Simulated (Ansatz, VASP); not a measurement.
Pd: VASP beside Ansatz

INCAR

```
PREC     = Accurate       # precision mode
ENCUT    = 500            # plane-wave cutoff, eV
EDIFF    = 1E-6           # SCF threshold, eV
ISMEAR   = -1             # smearing method
SIGMA    = 0.15           # smearing width, eV
LREAL    = F              # projectors in reciprocal space
LASPH    = T              # aspherical terms in the spheres
NELM     = 120            # most SCF steps
ALGO     = Normal         # electronic algorithm
ISIF     = 2              # what is computed and relaxed
LWAVE    = F              # write WAVECAR
LCHARG   = T              # write CHGCAR
GGA      = PE             # functional
LELF     = T              # ELF
LVHAR    = T            
NBANDS   = 11             # bands
GGA_COMPAT= F
```

Contents of KPOINTS:

```
Automatic mesh
0
Gamma
  9 9 9
```

File POSCAR:

```
Pd
1.0
    0.0000000000      1.9735995051      1.9735995051
    1.9735995051      0.0000000000      1.9735995051
    1.9735995051      1.9735995051      0.0000000000
Pd
1
Direct
    0.0000000000      0.0000000000      0.0000000000
```

Input for Ansatz:

```yaml
crystal:
  lattice:
    - [-8.545666027559495e-18, 1.9735995051406252, 1.9735995051406252]
    - [1.9735995051406252, -9.089518662129961e-18, 1.9735995051406252]
    - [1.9735995051406252, 1.9735995051406252, -5.6641879018612544e-18]
  atoms:
    - { symbol: Pd, position: [-3.276214840203006e-34, 4.851210972029008e-34, 2.1052444267224743e-35] }
basis:
  ecutwfc: 435.382179935808
kpoints:
  mp_grid:
    grid: [9, 9, 9]
hamiltonian:
  xc: pbe
scf:
  occupations:
    method: fermi_dirac
    width: 0.15
output:
  forces: true
  stress: true
```

Alike in both runs: task single point; functional PBE; k mesh 9 × 9 × 9; occupations fermi-dirac, width 0.15 eV; no spin polarisation.

```csv
,VASP,Ansatz
version,VASP 6.6.1,Ansatz 0.2.0
potentials or method,"VASP PAW PBE potentials, release 64 (Pd), cutoff 500 eV","plane waves, PAW"
valence electrons in the cell,10,18
```

```tsv
	VASP	Ansatz	Ansatz less VASP
pressure (GPa)	-0.3	0.0	+0.24
```

VASP's potentials hold 10 valence electrons a cell and Ansatz's 18, so a difference there can come from the potentials and not from the codes.
